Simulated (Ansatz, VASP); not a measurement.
**Two plane-wave programs on CuI**

```
Cu I
1.0
     3.73317   -3.71109    0.00000
     3.73317    3.71109    0.00000
     0.00000    0.00000    4.30700
Cu I
2 2
Direct
  0.42044 0.57956 0.75000
  0.57956 0.42044 0.25000
  0.77004 0.22996 0.75000
  0.22996 0.77004 0.25000
```

Alike in both runs: task single point; functional PBE; k mesh 6 × 6 × 8; occupations gaussian, width 0.05 eV; no spin polarisation.

```csv
,VASP,Ansatz
version,VASP 6.6.1,Ansatz 0.2.0
potentials or method,"VASP PAW PBE potentials, release 64 (Cu, I), cutoff 520 eV","scalar-relativistic, plane waves, PAW"
valence electrons in the cell,36,72
```

|  | VASP | Ansatz | Ansatz less VASP |
| --- | --- | --- | --- |
| gap on the k mesh at the Fermi level (eV) | 1.04 | 1.02 | -0.012 |
| pressure (GPa) | 1.5 | 1.3 | -0.13 |
| traceless stress, the component that is largest in VASP (GPa) | -0.50 | -0.44 | +0.058 |
| rms of the force components (eV/Å) | 0.077 | 0.071 | -0.0059 |

Atom by atom the forces differ by 0.006 eV/Å (rms over components). With one functional, cell and mesh, what is left measures potentials, basis and numerics. VASP's potentials hold 36 valence electrons a cell and Ansatz's 72, so a difference there can come from the potentials and not from the codes.

Neither program's run includes spin-orbit coupling.
